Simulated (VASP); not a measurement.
ScZnF2:

```
Sc Zn F
1.0
     4.13679    0.00000    0.00000
     0.00000    4.13679    0.00000
     0.00000    0.00000    2.69352
Sc Zn F
1 1 2
Direct
  0.50000 0.50000 0.50000
  0.00000 0.00000 0.00000
  0.50000 0.00000 0.00000
  0.00000 0.50000 0.00000
```

- Program: VASP 6.6.1
- Task: relaxation of cell and atoms
- Functional: PBE
- Potentials or basis: VASP PAW PBE potentials, release 64 (Sc_sv, Zn, F)
- Cutoff: 600 eV
- k mesh: 4 × 4 × 6
- Occupations: gaussian, width 0.1 eV
- Spin: no spin polarisation

At the start: pressure 22.8 GPa; volume 11.52 Å³/atom.

Question: How do energy, volume and symmetry change on relaxing?

Answer: Over 3 steps the energy falls by 161.7 meV/atom and the volume is 14.10 Å³/atom (+22.4 %); space group P4/mmm (No. 123, to 0.05 Å).

Step by step:
| step | energy change (eV) | largest force (eV/Å) | pressure (GPa) | volume (Å³) |
| --- | --- | --- | --- | --- |
| 1 | 0.0000 | 0.0000 | 22.78 | 46.09 |
| 2 | -0.6395 | 0.0000 | -1.70 | 57.89 |
| 3 | -0.6468 | 0.0000 | 0.14 | 56.40 |

Final structure:
```
Sc Zn F
1.0
     4.46841    0.00000    0.00000
     0.00000    4.46841    0.00000
     0.00000    0.00000    2.82490
Sc Zn F
1 1 2
Direct
  0.50000 0.50000 0.50000
  0.00000 0.00000 0.00000
  0.50000 0.00000 0.00000
  0.00000 0.50000 0.00000
```

Caveat: the k points lie up to 0.37 Å⁻¹ apart in the final cell; the volume moved by over 15 % at a fixed basis, so the end points are rough; an odd number of electrons without spin polarisation forces a metal; a magnetic or distorted state may lie lower.
